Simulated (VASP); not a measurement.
A run of VASP 6.6.1:

File INCAR:

```
PREC = Accurate
ENCUT = 520
EDIFF = 1E-7
ISMEAR = 0
SIGMA = 0.1
LREAL = False
LASPH = True
NELM = 100
ALGO = Normal
ISIF = 2
LWAVE = False
LCHARG = True
LDIPOL = True
IDIPOL = 3
DIPOL = 0.5 0.5 0.304
GGA = PE
LELF = True
LVHAR = True
LVACPOTAV = True
NBANDS = 32
```

KPOINTS

```
Automatic mesh
0
Gamma
  6 6 1
```

File POSCAR:

```
Al6H
1.0
    5.7143028096      0.0000000000      0.0000000000
   -2.8571514048      4.9487313980      0.0000000000
    0.0000000000      0.0000000000     22.6016424636
Al H
12 2
Direct
    0.3333333333      0.1666666667      0.1769782885
    0.3333333333      0.6666666667      0.1769782885
    0.8333333333      0.1666666667      0.1769782885
    0.8333333333      0.6666666667      0.1769782885
    0.1666666667      0.3333333333      0.2787817904
    0.1666666667      0.8333333333      0.2787817904
    0.6666666667      0.3333333333      0.2787817904
    0.6666666667      0.8333333333      0.2787817904
    0.0000000000      0.0000000000      0.3805759903
    0.0000000000      0.5000000000      0.3805759903
    0.5000000000      0.0000000000      0.3805759903
    0.5000000000      0.5000000000      0.3805759903
    0.1161273068      0.2322546137      0.4571191001
    0.3838726932      0.7677453863      0.4571191001
```

Potentials or basis: VASP PAW PBE potentials, release 64 (Al, H).

The run is started by

```console
$ cat potpaw_PBE.64/Al/POTCAR potpaw_PBE.64/H/POTCAR > POTCAR
$ mpirun -np 1 vasp_std > vasp.out
```

Hardware: 1 thread of Intel Xeon 8259CL, on a shared host.

Q: Estimate the wall time of this run.

A: Wall time 18 min on 1 thread of Intel Xeon 8259CL, on a shared host, peak memory 0.71 GiB. Counts: scf iterations 28, k points 13.
